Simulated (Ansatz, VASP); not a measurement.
Two plane-wave programs on NaHgF3

```
CELL_PARAMETERS angstrom
4.40884 0.00000 0.00000
0.00000 4.40884 0.00000
0.00000 0.00000 4.56849
ATOMIC_POSITIONS crystal
Na 0.00000 0.00000 0.00000
Hg 0.50000 0.50000 0.50000
F 0.50000 0.50000 0.00000
F 0.50000 0.00000 0.50000
F 0.00000 0.50000 0.50000
```

Change from the starting cell: epitaxial_xy strain -2.0%.

Alike in both runs: task single point; functional PBE; k mesh 6 × 6 × 6; occupations fermi-dirac, width 0.02 eV; no spin polarisation.

|  | VASP | Ansatz |
| --- | --- | --- |
| version | VASP 6.6.1 | Ansatz 0.2.0 |
| potentials or method | VASP PAW PBE potentials, release 64 (Na_sv, Hg_sv_GW, F) | plane waves, PAW |
| plane-wave cutoff (eV) | 970 | 420 |
| valence electrons in the cell | 50 | 50 |

```tsv
	VASP	Ansatz	Ansatz less VASP
pressure (GPa)	3.9	4.1	+0.19
traceless stress, the component that is largest in VASP (GPa)	-1.76	-1.72	+0.033
```

Spin-orbit coupling is off throughout.
